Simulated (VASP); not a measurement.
Wanted: the native input for a VASP 6.6.1 run.

```
Task                   : single point
Functional             : revPBE
Potentials or basis    : VASP PAW PBE potentials, release 64 (Cu)
Cutoff                 : 520 eV
k mesh                 : 17 × 17 × 17
Occupations            : fermi-dirac, width 0.1 eV
Spin                   : no spin polarisation
Dipole correction      : no
Further INCAR settings : ALGO = Normal; EDIFF = 1e-07; NBANDS = 12
```

The structure of Cu lies in POSCAR:

```
Cu
1.0
   -1.4550685286      1.4550685286      1.4550685286
    1.4550685286     -1.4550685286      1.4550685286
    1.4550685286      1.4550685286     -1.4550685286
Cu
1
Direct
    0.0000000000      0.0000000000      0.0000000000
```

These files were run (other wordings do the same):

INCAR

```
SYSTEM = Cu
PREC = Accurate
ENCUT = 520
EDIFF = 1E-7
ISMEAR = -1
SIGMA = 0.1
LREAL = .FALSE.
LASPH = .TRUE.
NELM = 60
ALGO = Normal
ISIF = 2
LWAVE = .FALSE.
LCHARG = .FALSE.
GGA = RE
NBANDS = 12
```

KPOINTS

```
Automatic mesh
0
G
  17 17 17
  0 0 0
```

Potentials or basis: VASP PAW PBE potentials, release 64 (Cu).

Launch:

```sh
$ cat potpaw_PBE.64/Cu/POTCAR > POTCAR
$ mpirun -np 1 vasp_std > vasp.out
```

Results of the run:

The pressure is 0.5 GPa.

Caveat: the PAW data sets were made with another functional, which shifts forces and pressure a little.

It took 18 s on 1 thread of AMD EPYC 7R13 Processor (Zen 3) (shared host), peak memory 0.11 GiB.
